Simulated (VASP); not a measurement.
Input of a VASP 6.6.1 run:

The input INCAR:

```
SYSTEM = Al32AgO48
  PREC = Accurate
  ENCUT = 520
  EDIFF = 1E-6
  ISMEAR = -1
  SIGMA = 0.01
  LREAL = Auto
  LASPH = .TRUE.
  NELM = 100
  ALGO = Normal
  ISIF = 2
  LWAVE = .FALSE.
  LCHARG = .TRUE.
  GGA = PE
  LELF = .TRUE.
  LVHAR = .TRUE.
  NBANDS = 244
  NELECT = 394.0
```

KPOINTS

```
Automatic mesh
0
Gamma
  1 1 1
  0.25 0.25 0.25
```

POSCAR

```
Al32AgO48
1.0
    4.8078835200      2.7758328500      8.7484141900
   -4.8078835200      2.7758328500      8.7484141900
    0.0000000000     -5.5516656900      8.7484141900
Al O Ag
32 48 1
Direct
    0.3383945200      0.3343359300      0.3395580000
    0.4330953900      0.4328583700      0.4325091900
    0.0688194900      0.0690642400      0.0678634400
    0.1663819800      0.1585296300      0.1666697000
    0.3282919600      0.3209470400      0.8230434300
    0.4339005300      0.4372760300      0.9144279700
    0.0725189700      0.0710208000      0.5794287100
    0.1740576100      0.1791298500      0.6783798300
    0.3235274100      0.8219927400      0.3276961600
    0.4320986500      0.9207889300      0.4295449600
    0.0666223700      0.5865560300      0.0688132900
    0.1808948200      0.6795897600      0.1733681200
    0.3250900700      0.8274545500      0.8213011700
    0.4293514800      0.9262447900      0.9238181000
    0.0739513200      0.5755659600      0.5766023600
    0.1777219500      0.6754452300      0.6789226600
    0.8225329200      0.3277159900      0.3214620500
    0.9196314100      0.4307301100      0.4304686600
    0.5840909900      0.0692594900      0.0670050500
    0.6785995900      0.1740377300      0.1787302400
    0.8227601200      0.3254480800      0.8248159700
    0.9252198700      0.4280638900      0.9257695200
    0.5778061200      0.0730753200      0.5747759300
    0.6797506100      0.1777364700      0.6741517600
    0.8268798200      0.8227259700      0.3229933900
    0.9265039700      0.9242929900      0.4278055000
    0.5757033500      0.5768291100      0.0725639000
    0.6757056000      0.6793351700      0.1757993100
    0.8252791100      0.8253018600      0.8230080100
    0.9276761800      0.9288851200      0.9241911300
    0.5755761000      0.5762079300      0.5721140200
    0.6779201600      0.6780452600      0.6751386700
    0.2133590700      0.0176841700      0.3831557000
    0.4854971600      0.1157164000      0.2928171600
    0.0095274600      0.3907090500      0.2106293300
    0.3907680200      0.1995422800      0.0118450300
    0.1173274300      0.2881465400      0.4846231000
    0.2998714900      0.4938619300      0.1087867000
    0.2224712100      0.0282568000      0.8725101500
    0.4758728800      0.1242093400      0.7739306100
    0.0276323000      0.3774415500      0.7244190500
    0.3753608300      0.2256737200      0.5360499100
    0.1262479700      0.2748874900      0.9677995000
    0.2799270300      0.4740421100      0.6284958600
    0.2262729600      0.5341075700      0.3757864300
    0.4743307600      0.6281302800      0.2787656900
    0.0276466400      0.8735144400      0.2214041400
    0.3783206400      0.7275420900      0.0251888600
    0.1249911600      0.7765550800      0.4740555000
    0.2754791300      0.9635187300      0.1271845000
    0.2254932400      0.5249650900      0.8802508100
    0.4738535600      0.6324606100      0.7715332200
    0.0306240700      0.8727861700      0.7243162700
    0.3765272700      0.7214382300      0.5299954900
    0.1248978700      0.7824579600      0.9692586300
    0.2781346200      0.9755118900      0.6222953700
    0.7259801700      0.0269924200      0.3763119000
    0.9667589000      0.1257240500      0.2758294700
    0.5359337900      0.3745191400      0.2265173900
    0.8732615200      0.2225270200      0.0267799600
    0.6286266300      0.2795928700      0.4735013900
    0.7760108900      0.4749213300      0.1233364000
    0.7282302900      0.0297232300      0.8694856400
    0.9712557700      0.1263445100      0.7794809900
    0.5310228100      0.3776106300      0.7202538600
    0.8793110600      0.2243024600      0.5249697900
    0.6224542900      0.2775545200      0.9744292600
    0.7763170200      0.4729711900      0.6277652600
    0.7196972800      0.5317611800      0.3758111500
    0.9773694500      0.6224227800      0.2757416700
    0.5272877600      0.8781928300      0.2235537400
    0.8714386400      0.7282977200      0.0273256900
    0.6305215100      0.7762025000      0.4702475900
    0.7809510700      0.9716380800      0.1235825100
    0.7207995900      0.5293451600      0.8753456800
    0.9733907900      0.6249161000      0.7807497900
    0.5301010300      0.8768474800      0.7193022600
    0.8775339400      0.7206248000      0.5281039900
    0.6260165200      0.7813711800      0.9713899200
    0.7818783500      0.9723938000      0.6239447800
    0.2540381800      0.2679510400      0.2294676500
```

Potentials or basis: VASP PAW PBE potentials, release 64 (Al, O, Ag).

Launch:

```bash
$ cat potpaw_PBE.64/Al/POTCAR potpaw_PBE.64/O/POTCAR potpaw_PBE.64/Ag/POTCAR > POTCAR
$ mpirun -np 1 vasp_std > vasp.out
```

Problem. Predict the largest force.

Solution. 0.028 eV/Å.

Forces in eV/Å, atoms in the order of the input:
```
Al   0.000 -0.001  0.014
Al   0.002  0.001  0.004
Al   0.001 -0.002  0.000
Al  -0.003 -0.001 -0.015
Al   0.001 -0.002 -0.004
Al   0.002  0.000 -0.004
Al   0.000  0.000  0.003
Al   0.002  0.002  0.006
Al   0.002 -0.001 -0.006
Al   0.002 -0.002  0.003
Al   0.000  0.002 -0.002
Al  -0.001 -0.003  0.009
Al   0.001  0.001 -0.001
Al  -0.005 -0.003  0.002
Al   0.005  0.002 -0.003
Al  -0.005  0.002  0.002
Al   0.000  0.000 -0.006
Al   0.000 -0.002  0.003
Al  -0.002  0.005 -0.005
Al   0.001  0.002  0.008
Al   0.003  0.002 -0.002
Al   0.004 -0.002  0.000
Al  -0.007  0.002  0.001
Al   0.001 -0.007 -0.001
Al   0.000  0.000  0.000
Al  -0.003  0.005  0.001
Al   0.001 -0.006  0.000
Al   0.006  0.001  0.001
Al   0.000 -0.001  0.001
Al  -0.003 -0.002 -0.002
Al  -0.001 -0.002  0.001
Al  -0.002 -0.005 -0.002
O    0.017  0.020  0.008
O   -0.007  0.020 -0.011
O    0.001 -0.019  0.006
O   -0.021  0.002  0.014
O    0.015 -0.009 -0.007
O   -0.008 -0.022 -0.015
O    0.022  0.003  0.000
O    0.008  0.013  0.001
O   -0.012 -0.015  0.001
O   -0.002  0.009  0.004
O    0.007 -0.011 -0.004
O   -0.019 -0.005 -0.005
O    0.011  0.001  0.001
O    0.009  0.020 -0.005
O   -0.011 -0.022  0.002
O   -0.008  0.020  0.001
O    0.010 -0.020  0.000
O   -0.012  0.006 -0.007
O    0.023  0.006 -0.001
O    0.008  0.020  0.002
O   -0.009 -0.019  0.000
O   -0.008  0.016 -0.002
O    0.013 -0.017  0.004
O   -0.023 -0.001  0.000
O    0.017 -0.001 -0.001
O    0.006  0.012 -0.006
O   -0.006 -0.007  0.001
O   -0.013  0.018  0.001
O    0.013 -0.017 -0.003
O   -0.020  0.003 -0.001
O    0.020  0.004  0.000
O    0.006  0.016  0.003
O   -0.010 -0.016 -0.002
O   -0.015  0.022  0.003
O    0.011 -0.022 -0.003
O   -0.020 -0.003  0.005
O    0.023 -0.001 -0.002
O    0.016  0.021 -0.003
O   -0.011 -0.018  0.006
O   -0.016  0.015 -0.003
O    0.014 -0.012  0.003
O   -0.022 -0.003  0.001
O    0.018 -0.001  0.001
O    0.009  0.017  0.002
O   -0.009 -0.016  0.000
O   -0.008  0.016 -0.001
O    0.013 -0.015  0.002
O   -0.019 -0.001  0.002
Ag  -0.001  0.011  0.001
```

Caveat: the k points lie up to 0.79 Å⁻¹ apart; the cell carries a net charge on a neutralising background, which shifts energy and pressure.
